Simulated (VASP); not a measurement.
Here is a VASP 6.6.1 calculation.

Contents of INCAR:

```
PREC = Accurate ; ENCUT = 520
EDIFF = 1E-6 ; ISMEAR = 0
SIGMA = 0.15 ; LREAL = False
LASPH = True ; NELM = 60
ALGO = Fast ; ISIF = 2
LWAVE = False ; LCHARG = False
GGA = PS ; NBANDS = 12
```

File KPOINTS:

```
regular mesh
0
Gamma
  22 22 22
```

Contents of POSCAR:

```
Cu
1.0
    0.0000000000      1.8798000000      1.7352000000
    1.8798000000      0.0000000000      1.7352000000
    1.8798000000      1.8798000000      0.0000000000
Cu
1
Direct
    0.0000000000      0.0000000000      0.0000000000
```

Potentials or basis: VASP PAW PBE potentials, release 64 (Cu).

The run is started by

```sh
$ cat potpaw_PBE.64/Cu/POTCAR > POTCAR
$ mpirun -np 1 vasp_std > vasp.out
```

**Question.** What does it give for the pressure?

**Answer.** -10.2 GPa.

Stress tensor (GPa, compression positive):
```
-11.22   0.00   0.00
  0.00 -11.22   0.00
  0.00   0.00  -8.18
```

Caveat: the cell differs from its parent crystal (strain +0.040 along x and y, -0.040 along z); the PAW data sets were made with another functional, which shifts forces and pressure a little.
